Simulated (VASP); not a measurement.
The system is CdTe.

```
Te Cd
1.0
     0.00000    3.20500    3.20500
     3.20500    0.00000    3.20500
     3.20500    3.20500    0.00000
Te Cd
1 1
Cartesian
  4.8075 4.8075 4.8075
  0.0000 0.0000 0.0000
```

```yaml
Program: VASP 6.6.1
Task: relaxation of cell and atoms
Functional: PBE exchange alone
Potentials_or_basis: VASP PAW PBE potentials, release 64 (Te, Cd)
Cutoff: 600 eV
k_mesh: 7 × 7 × 7
Occupations: fermi-dirac, width 0.05 eV
Spin: no spin polarisation
```

At the start: pressure 11.6 GPa; volume 32.92 Å³/atom.

Problem. Where does the relaxation end?

Solution. Over 4 steps the energy falls by 300.0 meV/atom and the volume is 43.88 Å³/atom (+33.3 %); space group F-43m (No. 216, to 0.1 Å) before and after.

Step by step:
```csv
step,energy change (eV),largest force (eV/Å),pressure (GPa),volume (Å³)
1,0.0000,0.0000,11.62,65.84
2,-0.5914,0.0000,-0.74,91.33
3,-0.5998,0.0000,0.14,87.15
4,-0.6001,0.0000,-0.01,87.76
```

Final structure:
```cif
data_structure
_symmetry_space_group_name_H-M 'P 1'
_symmetry_Int_Tables_number 1
_cell_length_a 4.9882
_cell_length_b 4.9882
_cell_length_c 4.9882
_cell_angle_alpha 60.000
_cell_angle_beta 60.000
_cell_angle_gamma 60.000
_cell_volume 87.76
loop_
_atom_site_label
_atom_site_type_symbol
_atom_site_fract_x
_atom_site_fract_y
_atom_site_fract_z
_atom_site_occupancy
Te1 Te 0.75000 0.75000 0.75000 1
Cd1 Cd 0.00000 0.00000 0.00000 1
```

Caveat: the volume moved by over 15 % at a fixed basis, so the end points are rough.
